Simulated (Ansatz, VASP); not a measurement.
## WSe2 in VASP and in Ansatz

```
W Se
1.0
    -3.32069    0.00000    0.00000
    -1.66035   -2.87581    0.00000
    -2.07560   -1.19835   15.25733
W Se
2 4
Direct
  0.22916 0.22916 0.25000
  0.35414 0.35414 0.75000
  0.06664 0.06664 0.64002
  0.60832 0.60832 0.14002
  0.97498 0.97498 0.85998
  0.51666 0.51666 0.35998
```

Alike in both runs: task single point; functional PBE; k mesh 9 × 9 × 2; occupations gaussian, width 0.05 eV; no spin polarisation.

|  | VASP | Ansatz |
| --- | --- | --- |
| version | VASP 6.6.1 | Ansatz 0.2.0 |
| potentials or method | VASP PAW PBE potentials, release 64 (W_sv, Se), cutoff 520 eV | scalar-relativistic, plane waves, PAW |
| valence electrons in the cell | 52 | 92 |

|  | VASP | Ansatz | Ansatz less VASP |
| --- | --- | --- | --- |
| gap on the k mesh at the Fermi level (eV) | 1.53 | 1.54 | +0.003 |
| least direct gap on the mesh (eV) | 1.53 | 1.54 | +0.003 |
| pressure (GPa) | 0.3 | 0.0 | -0.24 |
| traceless stress, the component that is largest in VASP (GPa) | 0.10 | 0.03 | -0.064 |
| rms of the force components (eV/Å) | 0.022 | 0.002 | -0.0201 |

Atom by atom the forces differ by 0.021 eV/Å (rms over components). VASP's potentials hold 52 valence electrons a cell and Ansatz's 92, so a difference there can come from the potentials and not from the codes.

Spin-orbit coupling is off throughout.
